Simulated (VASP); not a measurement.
# BaF2 (Frankdicksonite): single point with r2SCAN+D3(BJ)

The system is BaF2 (Frankdicksonite).

```
CELL_PARAMETERS angstrom
0.00000 3.08972 3.08972
3.08972 0.00000 3.08972
3.08972 3.08972 0.00000
ATOMIC_POSITIONS crystal
Ba 0.00000 0.00000 0.00000
F 0.25000 0.25000 0.25000
F 0.75000 0.75000 0.75000
```

* Program: VASP 6.6.1
* Task: single point
* Functional: r2SCAN
* Dispersion: D3(BJ)
* Potentials or basis: VASP PAW PBE potentials, release 64 (Ba_sv, F)
* Cutoff: 660 eV
* k mesh: 5 × 5 × 5
* Occupations: gaussian, width 0.01 eV
* Spin: no spin polarisation

```
Pressure                   : 0.8 GPa
Band gap on the k mesh     : 7.37 eV, indirect (least direct gap 7.46 eV)
Dispersion energy per atom : -0.065 eV
```

Levels at points of the mesh, in eV from the valence-band top:
```csv
k point,band 8,band 9,band 10,band 11,band 12,band 13,band 14,band 15,band 16,band 17
"(0.00, 0.00, 0.00)",-1.51,-1.51,-0.09,-0.09,-0.09,7.37,9.94,9.94,12.35,12.35
```

It took 120 s on 1 thread of Intel Xeon 8259CL (shared host), peak memory 0.27 GiB.

Caveat: three body term missing; the PAW data sets were made with another functional, which shifts forces and pressure a little; spin-orbit coupling is left out, which moves the levels of the heavy elements. A k mesh can miss the band edges.
